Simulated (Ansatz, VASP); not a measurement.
# LaSc2F: VASP beside Ansatz

```
La Sc F
1.0
     4.07923    0.00000    0.00000
     0.00000    4.07923    0.00000
     0.00000    0.00000    5.86313
La Sc F
1 2 1
Direct
  0.50000 0.50000 0.50000
  0.00000 0.00000 0.50000
  0.50000 0.50000 0.00000
  0.00000 0.00000 0.00000
```

Change from the starting cell: species swapped into the LiNdS2 type (P4/mmm, No. 123).

Alike in both runs: functional PBE; k mesh 4 × 4 × 4; occupations gaussian, width 0.1 eV; no spin polarisation.

Ansatz relaxed the structure, and its values are those at the end. VASP's run is a single point on that final structure, the one shown.

|  | VASP | Ansatz |
| --- | --- | --- |
| version | VASP 6.6.1 | Ansatz 0.2.0 |
| potentials or method | VASP PAW PBE potentials, release 64 (La, Sc_sv, F), cutoff 520 eV | scalar-relativistic, plane waves, PAW |
| valence electrons in the cell | 40 | 40 |

|  | VASP | Ansatz | Ansatz less VASP |
| --- | --- | --- | --- |
| gap on the k mesh at the Fermi level (eV) | none | none | - |
| pressure (GPa) | 0.1 | 0.1 | -0.04 |

A gap of «none» marks a metal or a gap that the smearing closes.

The k mesh is coarse, so the values compare programs but aren't converged. Neither program's run includes spin-orbit coupling.
